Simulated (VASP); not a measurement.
A run of VASP 6.6.1 is set up as follows.

INCAR

```
ALGO     = Fast           # electronic algorithm
EDIFF    = 1E-7           # SCF threshold, eV
ENCUT    = 520            # plane-wave cutoff, eV
GGA      = PS             # functional
ISIF     = 2              # what is computed and relaxed
ISMEAR   = 0              # smearing method
LASPH    = T              # aspherical terms in the spheres
LCHARG   = F              # write CHGCAR
LREAL    = F              # projectors in reciprocal space
LWAVE    = F              # write WAVECAR
NBANDS   = 12             # bands
NELM     = 80             # most SCF steps
PREC     = Accurate       # precision mode
SIGMA    = 0.1            # smearing width, eV
```

File KPOINTS:

```
k-points
0
Gamma
  8 8 8
```

POSCAR

```
In
1.0
    0.0000000000      2.2355732838      2.2355732838
    2.2355732838      0.0000000000      2.2355732838
    2.2355732838      2.2355732838      0.0000000000
In
1
Direct
    0.0000000000      0.0000000000      0.0000000000
```

Potentials or basis: VASP PAW PBE potentials, release 64 (In_d).

Run with:

```console
$ cat potpaw_PBE.64/In_d/POTCAR > POTCAR
$ mpirun -np 1 vasp_std > vasp.out
```

What does it give for the pressure?

8.8 GPa.

Caveat: the PAW data sets were made with another functional, which shifts forces and pressure a little.
